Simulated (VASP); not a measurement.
# La (P6/mmm) in VASP: notebook

Runs on La. Level: PBE. Tasks: relaxation of cell and atoms.

Everything below comes from runs of VASP 6.6.1. Logs are shortened: lines on timing, memory, paths and dates and some standing lists are left out, and cuts for length are marked.

## Step 1: The cell of the first run

Symmetry: P6/mmm, No. 191, hexagonal system. The conventional cell has a = 3.491 Å, b = 3.491 Å, c = 3.477 Å, α = 90.00°, β = 90.00°, γ = 120.00°. La (site symmetry 6/mmm) has 8 La at 3.48 to 3.49 Å within 4.6 Å.

## Step 2: Relaxation of cell and atoms, PBE, target pressure 0.16 GPa, at which the enthalpy is minimised

INCAR

```
SYSTEM = La
ALGO = Normal
EDIFF = 1E-7
EDIFFG = -0.005
ENCUT = 600
GGA = PE
IBRION = 2
ISIF = 3
ISMEAR = -1
LASPH = .True.
LCHARG = .False.
LREAL = .False.
LWAVE = .False.
NELM = 80
NSW = 32
PREC = Accurate
PSTRESS = 1.6
SIGMA = 0.08
```

KPOINTS

```
k-points
0
Gamma
  12 12 11
  0 0 0
```

POSCAR

```
La
1.0
    3.4913801412      0.0000000000      0.0000000000
   -1.7456900706      3.0236238966      0.0000000000
    0.0000000000      0.0000000000      3.4769884977
La
1
Direct
    0.0000000000      0.0000000000      0.0000000000
```

Potentials or basis: VASP PAW PBE potentials, release 64 (La).

Command:

```sh
$ cat potpaw_PBE.64/La/POTCAR > POTCAR
$ mpirun -np 1 vasp_std > vasp.out
```

OUTCAR:

```text
SYSTEM = La
   EDIFF = 1E-7
   EDIFFG = -0.005
   ENCUT = 600
   GGA = PE
   IBRION = 2
   ISIF = 3
   ISMEAR = -1
   LASPH = .True.
   LREAL = .False.
   NELM = 80
   NSW = 32
   PREC = Accurate
   PSTRESS = 1.6

 ion  position               nearest neighbor table
   1  0.000  0.000  0.000-

  LATTYP: Found a hexagonal cell.
 ALAT       =     3.4913801412
 C/A-ratio  =     0.9958779500

  Lattice vectors:

 A1 = (   3.4913801412,   0.0000000000,   0.0000000000)
 A2 = (  -1.7456900706,   3.0236238966,   0.0000000000)
 A3 = (   0.0000000000,   0.0000000000,   3.4769884977)

Analysis of symmetry for initial positions (statically):
=====================================================================
 Subroutine PRICEL returns:
 Original cell was already a primitive cell.

 Routine SETGRP: Setting up the symmetry group for a
 hexagonal supercell.

 Subroutine GETGRP returns: Found 24 space group operations
 (whereof 24 operations were pure point group operations)
 out of a pool of 24 trial point group operations.

The static configuration has the point symmetry D_6h.

Analysis of symmetry for dynamics (positions and initial velocities):
=====================================================================
 Subroutine PRICEL returns:
 Original cell was already a primitive cell.

 Routine SETGRP: Setting up the symmetry group for a
 hexagonal supercell.

 Subroutine GETGRP returns: Found 24 space group operations
 (whereof 24 operations were pure point group operations)
 out of a pool of 24 trial point group operations.

The dynamic configuration has the point symmetry D_6h.

 Subroutine INISYM returns: Found 24 space group operations
 (whereof 24 operations are pure point group operations),
 and found     1 'primitive' translations

----------------------------------------------------------------------------------------

                                     Primitive cell

  volume of cell :      36.7052

  direct lattice vectors                    reciprocal lattice vectors
     3.491380141  0.000000000  0.000000000     0.286419685  0.165364482  0.000000000
    -1.745690071  3.023623897  0.000000000     0.000000000  0.330728964  0.000000000
     0.000000000  0.000000000  3.476988498     0.000000000  0.000000000  0.287605208

  length of vectors
     3.491380141  3.491380141  3.476988498     0.330728964  0.330728964  0.287605208

  position of ions in fractional coordinates (direct lattice)
     0.000000000  0.000000000  0.000000000

  ion indices of the primitive-cell ions
   primitive index   ion index
                 1           1

----------------------------------------------------------------------------------------

 KPOINTS: k-points

Automatic generation of k-mesh.
 Grid dimensions read from file:
 generate k-points for:   12   12   11

 Generating k-lattice:

  Cartesian coordinates                     Fractional coordinates (reciprocal lattice)
     0.023868307  0.013780374  0.000000000     0.083333333  0.000000000  0.000000000
     0.000000000  0.027560747  0.000000000     0.000000000  0.083333333  0.000000000
     0.000000000  0.000000000  0.026145928     0.000000000  0.000000000  0.090909091

  Length of vectors
     0.027560747  0.027560747  0.026145928

  Shift w.r.t. Gamma in fractional coordinates (k-lattice)
     0.000000000  0.000000000  0.000000000

 Subroutine IBZKPT returns following result:
 ===========================================

 Found    114 irreducible k-points:

 Following reciprocal coordinates:
            Coordinates               Weight
  0.000000  0.000000  0.000000      1.000000
  0.083333  0.000000  0.000000      6.000000
  0.166667  0.000000  0.000000      6.000000
[... 42 lines left out ...]
   EDIFFG = -.5E-02   stopping-criterion for IOM
   NSW    =     32    number of steps for IOM
   IBRION =      2    ionic relax: 0-MD 1-quasi-New 2-CG
   NFREE  =      1    steps in history (QN), initial steepest desc. (CG)
   ISIF   =      3    stress and relaxation
   ISYM   =      2    0-nonsym 1-usesym 2-fastsym
   POTIM  = 0.5000    time-step for ionic-motion
   TEBEG  =    0.0;   TEEND  =   0.0 temperature during run
   PSTRESS=    1.6 pullay stress
   NELECT =      11.0000    total number of electrons
   NUPDOWN=      -1.0000    fix difference up-down
   EMIN   =  10.00;   EMAX   =-10.00  energy-range for DOS
   EFERMI =   0.00;   METHOD = LEGACY
   ISMEAR =    -1;   SIGMA  =   0.08  broadening in eV -4-tet -1-fermi 0-gaus
   EFERMI_NEDOS =   21; number of points for ismear=-14 and -15
   IALGO  =     38    algorithm
   IMIX   =      4    mixing-type and parameters
     AMIX     =   0.40;   BMIX     =  1.00
     AMIX_MAG =   1.60;   BMIX_MAG =  1.00
  volume/ion in A,a.u.               =      36.71       247.70
  Fermi-wavevector in a.u.,A,eV,Ry     =   1.095544  2.070277 16.329928  1.200216
  Thomas-Fermi vector in A             =   2.231869
   LORBIT       =      0    0 simple, 1 ext, 2 COOP (PROOUT), +10 PAW based schemes
   GGA     = PE    functional components
   LHFCALC =     F    Hartree Fock is set to
   AEXX    =    0.0000 exact exchange contribution
   IVDW    =     0    specifies the selected vdW correction
   LEPSILON=     F    determine dielectric tensor
   LRPA    =     F    only Hartree local field effects (RPA)
 conjugate gradient relaxation of ions
 non-spin polarized calculation
  energy-cutoff  :      600.00
  volume of cell :       36.71
 maximum number of plane-waves:      1236
 NGX is ok and might be reduce to    28
   NGX = 13   NGY = 13   NGZ = 13

--------------------------------------- Ionic step        1  -------------------------------------------

 number of electron      10.9999998 magnetization

 Free energy of the ion-electron system (eV)
  ---------------------------------------------------
  ext. energy  EPLUGINS =         0.00000000
  ---------------------------------------------------
  free energy    TOTEN  =        -4.62370237 eV

  energy without entropy =       -4.57560047  energy(sigma->0) =       -4.59965142

------------------------ aborting loop because EDIFF is reached ----------------------------------------

  FORCE on cell =-STRESS in cart. coord.  units (eV):
  Direction    XX          YY          ZZ          XY          YZ          ZX
  --------------------------------------------------------------------------------------
  -------------------------------------------------------------------------------------
  Total        0.0480804      0.0480804      0.0401921      0.0000000     -0.0000000      0.0000000
  in kB        2.0986992      2.0986992      1.7543770      0.0000000     -0.0000000      0.0000000
  external PRESSURE =       0.3839252 kB  Pullay stress =       1.6000000 kB

 VOLUME and BASIS-vectors are now :
 -----------------------------------------------------------------------------
  energy-cutoff  :      600.00
  volume of cell :       36.71
      direct lattice vectors                 reciprocal lattice vectors
     3.491380141  0.000000000  0.000000000     0.286419685  0.165364482  0.000000000
    -1.745690071  3.023623897  0.000000000     0.000000000  0.330728964  0.000000000
     0.000000000  0.000000000  3.476988498     0.000000000  0.000000000  0.287605208

 POSITION                                       TOTAL-FORCE (eV/Angst)
 -----------------------------------------------------------------------------------
      0.00000      0.00000      0.00000        -0.000000      0.000000      0.000000
 -----------------------------------------------------------------------------------
    total drift:                                0.000000      0.000000     -0.000000

  FREE ENERGIE OF THE ION-ELECTRON SYSTEM (eV)
  ---------------------------------------------------
  free  energy   TOTEN  =        -4.6237023716 eV

  energy  without entropy=       -4.5756004663  energy(sigma->0) =       -4.59965142

  enthalpy is  TOTEN    =        -4.5870470056 eV   P V=        0.0366553660

--------------------------------------- Ionic step        2  -------------------------------------------

 number of electron      10.9999998 magnetization

 Free energy of the ion-electron system (eV)
  ---------------------------------------------------
  ext. energy  EPLUGINS =         0.00000000
  ---------------------------------------------------
  free energy    TOTEN  =        -4.62376028 eV

  energy without entropy =       -4.57550667  energy(sigma->0) =       -4.59963348

 E-fermi :   7.7993     XC(G=0):  -9.5666

 val. band max:        7.7835047228   @ k =   0.2500   0.1667   0.2727
 cond. band min:       7.8279158833   @ k =   0.3333   0.1667   0.1818
 fundamental gap:      0.0444111605
 Fermi energy:         7.7992983319

 k-point     1 :       0.0000    0.0000    0.0000
  band No.  band energies     occupation
      1     -25.1034      2.00000
      2      -8.1540      2.00000
      3      -7.8204      2.00000
      4      -7.8204      2.00000
      5       4.9175      2.00000
      6       6.8465      1.99999
      7       9.1427      0.00000
      8       9.5470      0.00000
      9       9.5472      0.00000
[... 265 lines left out ...]
 k-point    24 :       0.3333    0.0000    0.0909
  band No.  band energies     occupation
      1     -24.8824      2.00000
      2      -9.2476      2.00000
      3      -8.1399      2.00000
      4      -8.0816      2.00000
      5       6.3794      2.00000
      6       7.5302      1.93310
      7       9.1842      0.00000
      8       9.5262      0.00000
      9       9.7056      0.00000

 [... further k-points ...]
[... 5 lines left out ...]
  --------------------------------------------------------------------------------------
  -------------------------------------------------------------------------------------
  Total        0.0411876      0.0411876      0.0384984      0.0000000      0.0000000      0.0000000
  in kB        1.7955467      1.7955467      1.6783126      0.0000000      0.0000000      0.0000000
  external PRESSURE =       0.1564687 kB  Pullay stress =       1.6000000 kB

 VOLUME and BASIS-vectors are now :
 -----------------------------------------------------------------------------
  energy-cutoff  :      600.00
  volume of cell :       36.75
      direct lattice vectors                 reciprocal lattice vectors
     3.493304494  0.000000000  0.000000000     0.286261905  0.165273388  0.000000000
    -1.746652247  3.025290435 -0.000000000     0.000000000  0.330546776  0.000000000
     0.000000000 -0.000000000  3.477581744     0.000000000  0.000000000  0.287556145

 POSITION                                       TOTAL-FORCE (eV/Angst)
 -----------------------------------------------------------------------------------
      3.49330      0.00000      0.00000        -0.000000      0.000000      0.000000
 -----------------------------------------------------------------------------------
    total drift:                                0.000000     -0.000000     -0.000000

  FREE ENERGIE OF THE ION-ELECTRON SYSTEM (eV)
  ---------------------------------------------------
  free  energy   TOTEN  =        -4.6237602834 eV

  energy  without entropy=       -4.5755066713  energy(sigma->0) =       -4.59963348

  enthalpy is  TOTEN    =        -4.5870582383 eV   P V=        0.0367020451

 reached required accuracy - stopping structural energy minimisation
```

Wall time 31 s (1 thread of Intel Xeon 6975P-C (Granite Rapids), shared host); peak memory 0.22 GiB.

What came out:

```yaml
Free_energy: -4.6238 eV
Relaxed_volume: 36.75 Å³/atom
Relaxed_cell: a = 3.493 Å, b = 3.493 Å, c = 3.478 Å, α = 90.00°, β = 90.00°, γ = 120.00°
Space_group_after_relaxing_to_0.05_Å: P6/mmm (No. 191)
Energy_change_on_relaxing_the_enthalpy_is_what_falls: -0.1 meV/atom
Ionic_steps: 2
Pressure_after_relaxing: 0.2 GPa
```

Final structure:
```
La
1.0
     3.49330    0.00000    0.00000
    -1.74665    3.02529    0.00000
     0.00000    0.00000    3.47758
La
1
Cartesian
  3.4933 0.0000 0.0000
```

Caveat: the cell is relaxed towards a set pressure, so the enthalpy falls and the energy may rise; spin-orbit coupling is left out, which moves the levels of the heavy elements.

## Step 3: Relaxation of cell and atoms, PBE, target pressure 0.16 GPa, at which the enthalpy is minimised

This run uses another cell than the first one, of 39.08 Å³/atom, 1.065 times its volume.

INCAR

```
SYSTEM = La
ALGO = Normal
EDIFF = 1E-7
EDIFFG = -0.005
ENCUT = 600
GGA = PE
IBRION = 2
ISIF = 3
ISMEAR = -1
LASPH = .TRUE.
LCHARG = .FALSE.
LREAL = .FALSE.
LWAVE = .FALSE.
NELM = 80
NSW = 60
PREC = Accurate
PSTRESS = 1.6
SIGMA = 0.08
```

KPOINTS

```
k-points
0
G
  12 12 11
  0 0 0
```

POSCAR

```
La
1.0
    3.6342454904      0.0000000000      0.0000000000
   -1.8171227452      3.1473489182      0.0000000000
    0.0000000000      0.0000000000      3.4161907610
La
1
Direct
    0.0000000000      0.0000000000      0.0000000000
```

Potentials or basis: VASP PAW PBE potentials, release 64 (La).

Command:

```sh
$ cat potpaw_PBE.64/La/POTCAR > POTCAR
$ mpirun -np 1 vasp_std > vasp.out
```

Run time: 2.5 min. Hardware: 1 thread of Intel Xeon 6975P-C (Granite Rapids), shared host; peak memory 0.24 GiB.

It converged, with:

| Quantity | Value |
| --- | --- |
| Free energy | -4.6241 eV |
| Relaxed volume | 36.78 Å³/atom |
| Relaxed cell | a = 3.494 Å, b = 3.494 Å, c = 3.479 Å, α = 90.00°, β = 90.00°, γ = 120.00° |
| Space group after relaxing (to 0.05 Å) | P6/mmm (No. 191) |
| Energy change on relaxing (the enthalpy is what falls) | -17.4 meV/atom |
| Ionic steps | 8 |
| Pressure after relaxing | 0.2 GPa |

Step by step:
| step | energy change (eV) | largest force (eV/Å) | pressure (GPa) | volume (Å³) |
| --- | --- | --- | --- | --- |
| 1 | 0.0000 | 0.0000 | -1.17 | 39.08 |
| 2 | -0.0135 | 0.0000 | -0.16 | 37.26 |
| 3 | -0.0149 | 0.0000 | 0.44 | 36.35 |
| 4 | -0.0168 | 0.0000 | 0.29 | 36.55 |
| 5 | -0.0173 | 0.0000 | 0.20 | 36.72 |
| 6 | -0.0173 | 0.0000 | 0.19 | 36.70 |
| 7 | -0.0173 | 0.0000 | 0.21 | 36.71 |
| 8 | -0.0174 | 0.0000 | 0.16 | 36.78 |

Final structure:
```yaml
crystal:
  lattice:
    - [3.49400, 0.00000, 0.00000]
    - [-1.74700, 3.02589, 0.00000]
    - [0.00000, 0.00000, 3.47865]
  atoms:
    - { symbol: La, position: [0.00000, 0.00000, 0.00000] }
```

Levels at points of the mesh, in eV from the Fermi level:
```tsv
k point	band 4	band 5	band 6	band 7	band 8	band 9
(0.00, 0.00, 0.00)	-15.62	-2.88	-0.95	1.34	1.75	1.75
(0.50, 0.00, 0.00)	-15.70	-1.73	0.19	1.39	1.89	2.03
```

Caveat: the cell is relaxed towards a set pressure, so the enthalpy falls and the energy may rise; spin-orbit coupling is left out, which moves the levels of the heavy elements.
